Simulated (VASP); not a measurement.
# La3Be4 (P-43m) in VASP: a series of runs, part 2 of 2

VASP 6.6.1. The steps go on from the part before.

## (4) Single point, PBE

INCAR

```
ALGO     = Normal         # electronic algorithm
EDIFF    = 1E-6           # SCF threshold, eV
ENCUT    = 520            # plane-wave cutoff, eV
GGA      = PE             # functional
ISIF     = 2              # what is computed and relaxed
ISMEAR   = 0              # smearing method
LASPH    = True           # aspherical terms in the spheres
LCHARG   = False          # write CHGCAR
LREAL    = False          # projectors in reciprocal space
LWAVE    = False          # write WAVECAR
NBANDS   = 30             # bands
NELM     = 100            # most SCF steps
PREC     = Accurate       # precision mode
SIGMA    = 0.1            # smearing width, eV
```

KPOINTS

```
k-points
0
Gamma
  4 4 4
```

POSCAR

```
La3Be4
1.0
    5.4984644862      0.0000000000      0.0000000000
    0.0000000000      5.4984644862      0.0000000000
    0.0000000000      0.0000000000      5.4984644862
La Be
3 4
Direct
    0.0000000000      0.0000000000      0.5000000000
    0.5000000000      0.0000000000      0.0000000000
    0.0000000000      0.5000000000      0.0000000000
    0.6333110919      0.6333110919      0.6333110919
    0.3666889081      0.3666889081      0.6333110919
    0.3666889081      0.6333110919      0.3666889081
    0.6333110919      0.3666889081      0.3666889081
```

Potentials or basis: VASP PAW PBE potentials, release 64 (La, Be).

The run is started by

```
$ cat potpaw_PBE.64/La/POTCAR potpaw_PBE.64/Be/POTCAR > POTCAR
$ mpirun -np 1 vasp_std > vasp.out
```

OUTCAR:

```text
EDIFF = 1E-6
   ENCUT = 520
   GGA = PE
   ISIF = 2
   ISMEAR = 0
   LASPH = True
   LREAL = False
   NELM = 100
   PREC = Accurate

 ion  position               nearest neighbor table
   1  0.000  0.000  0.500-   4 2.94   5 2.94   6 2.94   7 2.94
   2  0.500  0.000  0.000-   4 2.94   5 2.94   6 2.94   7 2.94
   3  0.000  0.500  0.000-   4 2.94   5 2.94   6 2.94   7 2.94
   4  0.633  0.633  0.633-   5 2.07   6 2.07   7 2.07   1 2.94   2 2.94   3 2.94
   5  0.367  0.367  0.633-   4 2.07   6 2.07   7 2.07   1 2.94   2 2.94   3 2.94
   6  0.367  0.633  0.367-   4 2.07   5 2.07   7 2.07   1 2.94   2 2.94   3 2.94
   7  0.633  0.367  0.367-   4 2.07   5 2.07   6 2.07   1 2.94   2 2.94   3 2.94

  LATTYP: Found a simple cubic cell.
 ALAT       =     5.4984644862

  Lattice vectors:

 A1 = (   5.4984644862,   0.0000000000,   0.0000000000)
 A2 = (   0.0000000000,   5.4984644862,   0.0000000000)
 A3 = (   0.0000000000,   0.0000000000,   5.4984644862)

Analysis of symmetry for initial positions (statically):
=====================================================================
 Subroutine PRICEL returns:
[... 172 lines left out ...]
 Fermi energy:         5.9806203389

 k-point     1 :       0.0000    0.0000    0.0000
  band No.  band energies     occupation
      1     -26.7812      2.00000
      2     -26.6550      2.00000
      3     -26.6550      2.00000
      4     -10.8101      2.00000
      5     -10.8101      2.00000
      6     -10.8101      2.00000
[... 319 lines left out ...]
     29       7.4655      0.00000
     30       7.7474      0.00000

------------------------ aborting loop because EDIFF is reached ----------------------------------------

  FORCE on cell =-STRESS in cart. coord.  units (eV):
  Direction    XX          YY          ZZ          XY          YZ          ZX
  --------------------------------------------------------------------------------------
  -------------------------------------------------------------------------------------
  Total        0.2023862      0.2023862      0.2023862      0.0000000     -0.0000000      0.0000000
  in kB        1.9505953      1.9505953      1.9505953      0.0000000     -0.0000000      0.0000000
  external PRESSURE =       1.9505953 kB  Pullay stress =       0.0000000 kB

 VOLUME and BASIS-vectors are now :
 -----------------------------------------------------------------------------
  energy-cutoff  :      520.00
  volume of cell :      166.24
      direct lattice vectors                 reciprocal lattice vectors
     5.498464486  0.000000000  0.000000000     0.181868957  0.000000000  0.000000000
     0.000000000  5.498464486  0.000000000     0.000000000  0.181868957  0.000000000
     0.000000000  0.000000000  5.498464486     0.000000000  0.000000000  0.181868957

 POSITION                                       TOTAL-FORCE (eV/Angst)
 -----------------------------------------------------------------------------------
      0.00000      0.00000      2.74923         0.000000     -0.000000      0.000000
      2.74923      0.00000      0.00000         0.000000     -0.000000      0.000000
      0.00000      2.74923      0.00000         0.000000     -0.000000      0.000000
      3.48224      3.48224      3.48224         0.025299      0.025299      0.025299
      2.01623      2.01623      3.48224        -0.025299     -0.025299      0.025299
      2.01623      3.48224      2.01623        -0.025299      0.025299     -0.025299
      3.48224      2.01623      2.01623         0.025299     -0.025299     -0.025299
 -----------------------------------------------------------------------------------
    total drift:                                0.000000      0.000000      0.000000

  FREE ENERGIE OF THE ION-ELECTRON SYSTEM (eV)
  ---------------------------------------------------
  free  energy   TOTEN  =       -26.9295347414 eV

  energy  without entropy=      -26.9135815138  energy(sigma->0) =      -26.92155813
```

OSZICAR:

```text
N       E                     dE             d eps       ncg     rms          rms(c)
DAV:   1     0.474322745758E+03    0.47432E+03   -0.13965E+04   600   0.170E+03
DAV:   2     0.657311221947E+02   -0.40859E+03   -0.39778E+03   912   0.339E+02
DAV:   3    -0.200829270911E+02   -0.85814E+02   -0.83871E+02   920   0.183E+02
DAV:   4    -0.276610067119E+02   -0.75781E+01   -0.75046E+01  1160   0.638E+01
DAV:   5    -0.286302682137E+02   -0.96926E+00   -0.96696E+00  1200   0.234E+01    0.619E+00
DAV:   6    -0.269472954532E+02    0.16830E+01   -0.11314E+01  1088   0.129E+01    0.308E+00
DAV:   7    -0.269450231652E+02    0.22723E-02   -0.11827E+00  1128   0.785E+00    0.150E+00
DAV:   8    -0.269296141188E+02    0.15409E-01   -0.22729E-01  1120   0.319E+00    0.489E-01
DAV:   9    -0.269292662043E+02    0.34791E-03   -0.30748E-02  1144   0.112E+00    0.198E-01
DAV:  10    -0.269295962063E+02   -0.33000E-03   -0.54451E-03  1152   0.592E-01    0.672E-02
DAV:  11    -0.269295228508E+02    0.73355E-04   -0.62006E-04  1160   0.193E-01    0.255E-02
DAV:  12    -0.269295351857E+02   -0.12335E-04   -0.93657E-05  1168   0.650E-02    0.515E-03
DAV:  13    -0.269295349845E+02    0.20120E-06   -0.14046E-05   968   0.229E-02    0.330E-03
DAV:  14    -0.269295347414E+02    0.24311E-06   -0.10952E-06   744   0.129E-02
   1 F= -.26929535E+02 E0= -.26921558E+02  d E =-.159532E-01
```

Run time: 36 s. Hardware: 1 thread of Intel Xeon 6975P-C (Granite Rapids), shared host; peak memory 0.26 GiB.

What came out:

```
Free energy            : -26.9295 eV
Pressure               : 0.2 GPa
Largest force          : 0.044 eV/Å
Band gap on the k mesh : zero (an odd number of electrons rules out a gap without spin polarisation)
```

Forces on the atoms (eV/Å):
```
La   0.000  0.000  0.000
La   0.000  0.000  0.000
La   0.000  0.000  0.000
Be   0.025  0.025  0.025
Be  -0.025 -0.025  0.025
Be  -0.025  0.025 -0.025
Be   0.025 -0.025 -0.025
```

Caveat: spin-orbit coupling is left out, which moves the levels of the heavy elements.

## (5) Relaxation of cell and atoms, PBE

This run uses another cell than the first one, of 18.53 Å³/atom.

INCAR

```
ALGO = Normal ; EDIFF = 1E-6
EDIFFG = -0.04 ; ENCUT = 600
GGA = PE ; IBRION = 2
ISIF = 3 ; ISMEAR = 0
LASPH = True ; LCHARG = False
LREAL = False ; LWAVE = False
NELM = 100 ; NSW = 90
PREC = Accurate ; SIGMA = 0.1
```

KPOINTS is that of step 4.

POSCAR

```
La3Be4
1.0
    5.0620738100      0.0000000000      0.0000000000
    0.0000000000      5.0620738100      0.0000000000
    0.0000000000      0.0000000000      5.0620738100
La Be
3 4
Direct
    0.0000000000      0.0000000000      0.5000000000
    0.5000000000      0.0000000000      0.0000000000
    0.0000000000      0.5000000000      0.0000000000
    0.7206873300      0.7206873300      0.7206873300
    0.2793126700      0.2793126700      0.7206873300
    0.2793126700      0.7206873300      0.2793126700
    0.7206873300      0.2793126700      0.2793126700
```

The run is started by

```
$ cat potpaw_PBE.64/La/POTCAR potpaw_PBE.64/Be/POTCAR > POTCAR
$ mpirun -np 1 vasp_std > vasp.out
```

It took 7.9 min on 1 thread of Intel Xeon 6975P-C (Granite Rapids), shared host; peak memory 0.28 GiB.

It converged, with:

| Property | Result |
| --- | --- |
| Free energy | -26.9288 eV |
| Relaxed volume | 23.86 Å³/atom |
| Relaxed cell | a = 5.507 Å, b = 5.507 Å, c = 5.507 Å, α = 90.00°, β = 90.00°, γ = 90.00° |
| Space group after relaxing (to 0.1 Å) | P-43m (No. 215) |
| Pressure after relaxing | 0.0 GPa |
| Largest force after relaxing | 0.007 eV/Å |
| Band gap on the k mesh | zero (an odd number of electrons rules out a gap without spin polarisation) |

Forces in eV/Å, atoms in the order of the input:
```
La   0.000  0.000  0.000
La   0.000  0.000  0.000
La   0.000  0.000  0.000
Be   0.004  0.004  0.004
Be  -0.004 -0.004  0.004
Be  -0.004  0.004 -0.004
Be   0.004 -0.004 -0.004
```

Final structure:
```
La Be
1.0
     5.50742    0.00000    0.00000
     0.00000    5.50742    0.00000
     0.00000    0.00000    5.50742
La Be
3 4
Cartesian
  0.0000 0.0000 2.7537
  2.7537 0.0000 0.0000
  0.0000 2.7537 0.0000
  3.4888 3.4888 3.4888
  2.0186 2.0186 3.4888
  2.0186 3.4888 2.0186
  3.4888 2.0186 2.0186
```

Levels at points of the mesh, in eV from the Fermi level:
```
           k point  band 18  band 19  band 20  band 21  band 22  band 23
(0.00, 0.00, 0.00)    -1.29    -1.29    -1.12    -1.12    -1.12    -1.03
(0.50, 0.00, 0.00)    -1.02    -0.59    -0.26    -0.08     0.35     0.35
(0.50, 0.50, 0.00)    -0.59    -0.31    -0.31     0.35     0.43     0.66
(0.50, 0.50, 0.50)    -1.69    -1.69    -1.06     1.17     1.17     1.26
```

Caveat: the volume moved by over 15 % at a fixed basis, so the end points are rough; spin-orbit coupling is left out, which moves the levels of the heavy elements.

## (6) The runs side by side

| task | cell | k mesh | cutoff (eV) | gap on the mesh (eV) | pressure (GPa) | largest force (eV/Å) |
| --- | --- | --- | --- | --- | --- | --- |
| relaxation of cell and atoms | relaxed from a = 5.498 Å, 7 atoms, atomic positions A | 8 × 8 × 8 | 600 | none | 0.0 | 0.01 |
| single point | a = 5.062 Å, 7 atoms, atomic positions B | 4 × 4 × 4 | 520 | none | 29.1 | 5.21 |
| single point | a = 5.498 Å, 7 atoms, atomic positions A | 4 × 4 × 4 | 520 | none | 0.2 | 0.04 |
| relaxation of cell and atoms | relaxed from a = 5.062 Å, 7 atoms, atomic positions B | 4 × 4 × 4 | 600 | none | 0.0 | 0.01 |

Alike in all rows: level PBE; potentials or basis VASP PAW PBE potentials, release 64 (La, Be); no spin polarisation; smearing gaussian 0.1 eV.

Caveats: spin-orbit coupling is left out, which moves the levels of the heavy elements; the relaxation stopped at its first step, so nothing moved (at least some runs); the cell stands under pressure (at least some runs); forces of over 1 eV/Å act on the atoms, so gaps and moduli don't describe the material at rest (at least some runs); the volume moved by over 15 % at a fixed basis, so the end points are rough (at least some runs).

Absolute energies hang on the potentials; compare differences alone.
